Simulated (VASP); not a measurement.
Set up this calculation in VASP 6.6.1, as the native input.

```yaml
Task: single point
Functional: PBE
Potentials_or_basis: VASP PAW PBE potentials, release 64 (Mg, I)
Cutoff: 520 eV
k_mesh: 4 × 4 × 1
Occupations: gaussian, width 0.1 eV
Spin: no spin polarisation
Dipole_correction: yes
Further_INCAR_settings: ALGO = Normal; EDIFF = 1e-06; NBANDS = 15
```

The structure of MgI2 lies in POSCAR:

```
MgI2
1.0
    6.6331610000      0.0000000000      0.0000000000
    0.0000000000      7.0560570000      0.0000000000
    0.0000000000      0.0000000000     14.0000000000
Mg I
1 2
Direct
    0.5000000000      0.5000000000      0.5000000000
    0.0000000000      0.5000000000      0.5000000000
    0.5000000000      0.0000000000      0.5000000000
```

The cell was generated, and may not be a known phase.

One way to write it, as run:

INCAR

```
ALGO = Normal
DIPOL = 0.5 0.5 0.500
EDIFF = 1E-6
ENCUT = 520
GGA = PE
IDIPOL = 3
ISIF = 2
ISMEAR = 0
LASPH = True
LCHARG = True
LDIPOL = True
LELF = True
LREAL = False
LVACPOTAV = True
LVHAR = True
LWAVE = False
NBANDS = 15
NELM = 100
PREC = Accurate
SIGMA = 0.1
```

KPOINTS

```
k-points
0
Gamma
  4 4 1
```

Potentials or basis: VASP PAW PBE potentials, release 64 (Mg, I).

Run with:

```sh
$ cat potpaw_PBE.64/Mg/POTCAR potpaw_PBE.64/I/POTCAR > POTCAR
$ mpirun -np 1 vasp_std > vasp.out
```

It gave:

```
Band gap on the k mesh : zero (bands 8 and 9 overlap by 0.17 eV)
```

Caveat: spin-orbit coupling is left out, which moves the levels of the heavy elements.

It took 74 s on 1 thread of Intel(R) Xeon(R) 6975P-C (Granite Rapids), with other jobs on the host, peak memory 0.65 GiB.
